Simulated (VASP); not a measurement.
# Ta (P6_3/mmc) in VASP: single point with PBEsol

Aim: the single point of Ta with PBEsol.

All numbers are computed with VASP 6.6.1; they aren't measurements. Logs are shortened: lines on timing, memory, paths and dates and some standing lists are left out, and cuts for length are marked.

## 1. The cell of the first run

Symmetry: P6_3/mmc, No. 194, hexagonal system. The conventional cell has a = 4.549 Å, b = 4.549 Å, c = 4.830 Å, α = 90.00°, β = 90.00°, γ = 120.00°. Within 3.2 Å of Ta (site symmetry -6m2) lie 5 Ta at 2.41 to 2.63 Å. Within 3.6 Å of Ta (site symmetry -6m2) lie 15 Ta at 2.63 to 3.57 Å.

This isn't the form of Ta at room conditions, which is bcc.

## 2. Single point, PBEsol

INCAR

```
PREC = Accurate ; ENCUT = 500
EDIFF = 1E-6 ; ISMEAR = 0
SIGMA = 0.1 ; LREAL = F
LASPH = T ; NELM = 120
ALGO = Normal ; ISIF = 2
LWAVE = F ; LCHARG = F
GGA = PS ; NBANDS = 34
GGA_COMPAT = F
```

KPOINTS

```
Automatic mesh
0
Gamma
  12 12 10
```

POSCAR

```
Ta
1.0
    4.5492834584      0.0000000000      0.0000000000
   -2.2746417292      3.9397950440      0.0000000000
    0.0000000000      0.0000000000      4.8299026777
Ta
4
Direct
    0.0000000000      0.0000000000      0.2500000000
    0.0000000000      0.0000000000      0.7500000000
    0.3333333333      0.6666666667      0.7500000000
    0.6666666667      0.3333333333      0.2500000000
```

Potentials or basis: VASP PAW PBE potentials, release 64 (Ta_sv_GW).

The run is started by

```
$ cat potpaw_PBE.64/Ta_sv_GW/POTCAR > POTCAR
$ mpirun -np 1 vasp_std > vasp.out
```

OUTCAR:

```text
PREC = Accurate
   ENCUT = 500
   EDIFF = 1E-6
   ISMEAR = 0
   LREAL = F
   LASPH = T
   NELM = 120
   ISIF = 2
   GGA = PS

 ion  position               nearest neighbor table
   1  0.000  0.000  0.250-   2 2.41   2 2.41   4 2.63   4 2.63   4 2.63
   2  0.000  0.000  0.750-   1 2.41   1 2.41   3 2.63   3 2.63   3 2.63
   3  0.333  0.667  0.750-   2 2.63   2 2.63   2 2.63
   4  0.667  0.333  0.250-   1 2.63   1 2.63   1 2.63

  LATTYP: Found a hexagonal cell.
 ALAT       =     4.5492834584
 C/A-ratio  =     1.0616842678

  Lattice vectors:

 A1 = (   4.5492834584,   0.0000000000,   0.0000000000)
 A2 = (  -2.2746417292,   3.9397950440,   0.0000000000)
 A3 = (   0.0000000000,   0.0000000000,   4.8299026777)

Analysis of symmetry for initial positions (statically):
=====================================================================
 Subroutine PRICEL returns:
 Original cell was already a primitive cell.

 Routine SETGRP: Setting up the symmetry group for a
 hexagonal supercell.

 Subroutine GETGRP returns: Found 24 space group operations
 (whereof 12 operations were pure point group operations)
 out of a pool of 24 trial point group operations.

The static configuration has the point symmetry D_3d.
 The point group associated with its full space group is D_6h.

Analysis of symmetry for dynamics (positions and initial velocities):
=====================================================================
 Subroutine PRICEL returns:
 Original cell was already a primitive cell.

 Routine SETGRP: Setting up the symmetry group for a
 hexagonal supercell.

 Subroutine GETGRP returns: Found 24 space group operations
 (whereof 12 operations were pure point group operations)
 out of a pool of 24 trial point group operations.

The dynamic configuration has the point symmetry D_3d.
 The point group associated with its full space group is D_6h.

 Subroutine INISYM returns: Found 24 space group operations
 (whereof 12 operations are pure point group operations),
 and found     1 'primitive' translations

----------------------------------------------------------------------------------------

                                     Primitive cell

  volume of cell :      86.5675

  direct lattice vectors                    reciprocal lattice vectors
     4.549283458  0.000000000  0.000000000     0.219814837  0.126910155  0.000000000
    -2.274641729  3.939795044  0.000000000     0.000000000  0.253820310  0.000000000
     0.000000000  0.000000000  4.829902678     0.000000000  0.000000000  0.207043509

  length of vectors
     4.549283458  4.549283458  4.829902678     0.253820310  0.253820310  0.207043509

  position of ions in fractional coordinates (direct lattice)
     0.000000000  0.000000000  0.250000000
     0.000000000  0.000000000  0.750000000
     0.333333333  0.666666667  0.750000000
     0.666666667  0.333333333  0.250000000

  ion indices of the primitive-cell ions
   primitive index   ion index
                 1           1
                 2           2
                 3           3
                 4           4

----------------------------------------------------------------------------------------

 KPOINTS: Automatic mesh

Automatic generation of k-mesh.
 Grid dimensions read from file:
 generate k-points for:   12   12   10

 Generating k-lattice:

  Cartesian coordinates                     Fractional coordinates (reciprocal lattice)
     0.018317903  0.010575846  0.000000000     0.083333333  0.000000000  0.000000000
     0.000000000  0.021151693  0.000000000     0.000000000  0.083333333  0.000000000
     0.000000000  0.000000000  0.020704351     0.000000000  0.000000000  0.100000000

  Length of vectors
     0.021151693  0.021151693  0.020704351

  Shift w.r.t. Gamma in fractional coordinates (k-lattice)
     0.000000000  0.000000000  0.000000000

 Subroutine IBZKPT returns following result:
 ===========================================

 Found    114 irreducible k-points:

 Following reciprocal coordinates:
            Coordinates               Weight
  0.000000  0.000000  0.000000      1.000000
  0.083333  0.000000  0.000000      6.000000
  0.166667  0.000000  0.000000      6.000000
  0.250000  0.000000  0.000000      6.000000
  0.333333 -0.000000  0.000000      6.000000
  0.416667  0.000000  0.000000      6.000000
[... 16 lines left out ...]
  0.250000  0.000000  0.100000     12.000000
  0.333333 -0.000000  0.100000     12.000000
 [... further k-points ...]
   k-points           NKPTS =    114   k-points in BZ     NKDIM =    114   number of bands    NBANDS=     34
   number of dos      NEDOS =    301   number of ions     NIONS =      4
   total plane-waves  NPLWV =  46656
   dimension x,y,z NGX =    36 NGY =   36 NGZ =   36
   dimension x,y,z NGXF=    72 NGYF=   72 NGZF=   72
   ions per type =               4
   NGX,Y,Z   is equivalent  to a cutoff of  13.16, 13.16, 12.39 a.u.
   NGXF,Y,Z  is equivalent  to a cutoff of  26.31, 26.31, 24.78 a.u.
 SYSTEM =  unknown system
   PREC   = accura    normal or accurate (medium, high low for compatibility)
   ISTART =      0    job   : 0-new  1-cont  2-samecut
   ICHARG =      2    charge: 1-file 2-atom 10-const
   ISPIN  =      1    spin polarized calculation?
   LNONCOLLINEAR =      F non collinear calculations
   LSORBIT =      F    spin-orbit coupling
   LASPH  =      T    aspherical Exc in radial PAW
   ENCUT  =  500.0 eV  36.75 Ry    6.06 a.u.   8.29  8.29  8.81*2*pi/ulx,y,z
   NELM   =    120;   NELMIN=  2; NELMDL= -5     # of ELM steps
   EDIFF  = 0.1E-05   stopping-criterion for ELM
   LREAL  =      F    real-space projection
   EDIFFG = 0.1E-04   stopping-criterion for IOM
   NSW    =      0    number of steps for IOM
   IBRION =     -1    ionic relax: 0-MD 1-quasi-New 2-CG
   NFREE  =      0    steps in history (QN), initial steepest desc. (CG)
   ISIF   =      2    stress and relaxation
   ISYM   =      2    0-nonsym 1-usesym 2-fastsym
   POTIM  = 0.5000    time-step for ionic-motion
   TEBEG  =    0.0;   TEEND  =   0.0 temperature during run
   PSTRESS=    0.0 pullay stress
   NELECT =      52.0000    total number of electrons
   NUPDOWN=      -1.0000    fix difference up-down
   EMIN   =  10.00;   EMAX   =-10.00  energy-range for DOS
   EFERMI =   0.00;   METHOD = LEGACY
   ISMEAR =     0;   SIGMA  =   0.10  broadening in eV -4-tet -1-fermi 0-gaus
   EFERMI_NEDOS =   21; number of points for ismear=-14 and -15
   IALGO  =     38    algorithm
   IMIX   =      4    mixing-type and parameters
     AMIX     =   0.40;   BMIX     =  1.00
     AMIX_MAG =   1.60;   BMIX_MAG =  1.00
  volume/ion in A,a.u.               =      21.64       146.05
  Fermi-wavevector in a.u.,A,eV,Ry     =   1.381309  2.610296 25.960126  1.908015
  Thomas-Fermi vector in A             =   2.506106
   LORBIT       =      0    0 simple, 1 ext, 2 COOP (PROOUT), +10 PAW based schemes
   GGA     = PS    functional components
   LHFCALC =     F    Hartree Fock is set to
   AEXX    =    0.0000 exact exchange contribution
   IVDW    =     0    specifies the selected vdW correction
   LEPSILON=     F    determine dielectric tensor
   LRPA    =     F    only Hartree local field effects (RPA)
 non-spin polarized calculation
 Gauss-broadening in eV      SIGMA  =   0.10
  energy-cutoff  :      500.00
  volume of cell :       86.57
 maximum number of plane-waves:      2232
 NGX is ok and might be reduce to    36
   NGX = 17   NGY = 17   NGZ = 17

 number of electron      51.9999998 magnetization

 Free energy of the ion-electron system (eV)
  ---------------------------------------------------
  ext. energy  EPLUGINS =         0.00000000
  ---------------------------------------------------
  free energy    TOTEN  =       -53.38904504 eV

  energy without entropy =      -53.35477055  energy(sigma->0) =      -53.37190779

 E-fermi :   8.0969     XC(G=0): -11.9456

 val. band max:        8.0967910575   @ k =   0.4167   0.1667   0.4000
 cond. band min:       8.0975311949   @ k =   0.1667   0.1667   0.3000
 fundamental gap:      0.0007401374
 Fermi energy:         8.0968767248

 k-point     1 :       0.0000    0.0000    0.0000
  band No.  band energies     occupation
      1     -59.8533      2.00000
      2     -59.8426      2.00000
      3     -58.8653      2.00000
      4     -58.5144      2.00000
      5     -27.1095      2.00000
      6     -26.4789      2.00000
[... 26 lines left out ...]
     33      10.4209      0.00000
     34      11.3480      0.00000

 k-point     2 :       0.0833    0.0000    0.0000
  band No.  band energies     occupation
      1     -59.8525      2.00000
      2     -59.8424      2.00000
      3     -58.8661      2.00000
      4     -58.5149      2.00000
      5     -27.1067      2.00000
      6     -26.4911      2.00000
[... 26 lines left out ...]
     33      10.7983      0.00000
     34      11.6148      0.00000

 k-point     3 :       0.1667    0.0000    0.0000
  band No.  band energies     occupation
      1     -59.8505      2.00000
      2     -59.8415      2.00000
      3     -58.8681      2.00000
      4     -58.5163      2.00000
      5     -27.0981      2.00000
      6     -26.5184      2.00000
[... 26 lines left out ...]
     33      11.3902      0.00000
     34      11.8886      0.00000
[... 704 lines left out ...]
 k-point    23 :       0.2500    0.0000    0.1000
  band No.  band energies     occupation
      1     -59.8475      2.00000
      2     -59.8407      2.00000
      3     -58.8624      2.00000
      4     -58.5270      2.00000
      5     -27.0226      2.00000
      6     -26.5455      2.00000
[... 26 lines left out ...]
     33      11.7288      0.00000
     34      11.8677      0.00000

 k-point    24 :       0.3333   -0.0000    0.1000
  band No.  band energies     occupation
      1     -59.8445      2.00000
      2     -59.8397      2.00000
      3     -58.8651      2.00000
      4     -58.5289      2.00000
      5     -27.0093      2.00000
      6     -26.5724      2.00000
[... 26 lines left out ...]
     33      12.0436      0.00000
     34      12.2042      0.00000

 [... further k-points ...]

------------------------ aborting loop because EDIFF is reached ----------------------------------------

  FORCE on cell =-STRESS in cart. coord.  units (eV):
  Direction    XX          YY          ZZ          XY          YZ          ZX
  --------------------------------------------------------------------------------------
  -------------------------------------------------------------------------------------
  Total       -0.5129993     -0.5129993     -0.4065836     -0.0000000     -0.0000000      0.0000000
  in kB       -9.4945057     -9.4945057     -7.5249823     -0.0000000     -0.0000000      0.0000000
  external PRESSURE =      -8.8379979 kB  Pullay stress =       0.0000000 kB

 VOLUME and BASIS-vectors are now :
 -----------------------------------------------------------------------------
  energy-cutoff  :      500.00
  volume of cell :       86.57
      direct lattice vectors                 reciprocal lattice vectors
     4.549283458  0.000000000  0.000000000     0.219814837  0.126910155  0.000000000
    -2.274641729  3.939795044  0.000000000     0.000000000  0.253820310  0.000000000
     0.000000000  0.000000000  4.829902678     0.000000000  0.000000000  0.207043509

 POSITION                                       TOTAL-FORCE (eV/Angst)
 -----------------------------------------------------------------------------------
      0.00000      0.00000      1.20748        -0.000000      0.000000     -0.000000
      0.00000      0.00000      3.62243        -0.000000      0.000000     -0.000000
     -0.00000      2.62653      3.62243         0.000000      0.000000      0.000000
      2.27464      1.31327      1.20748        -0.000000     -0.000000      0.000000
 -----------------------------------------------------------------------------------
    total drift:                               -0.000000      0.000000     -0.000000

  FREE ENERGIE OF THE ION-ELECTRON SYSTEM (eV)
  ---------------------------------------------------
  free  energy   TOTEN  =       -53.3890450387 eV

  energy  without entropy=      -53.3547705474  energy(sigma->0) =      -53.37190779
```

It took 2.7 min on 1 thread of Intel Xeon 6975P-C (Granite Rapids), shared host; peak memory 0.38 GiB.

What came out:

* Free energy: -53.3890 eV
* Pressure: -0.9 GPa
* Band gap on the k mesh: zero (bands 26 and 27 overlap by 0.91 eV)

Caveat: the PAW data sets were made with another functional, which shifts forces and pressure a little; spin-orbit coupling is left out, which moves the levels of the heavy elements.
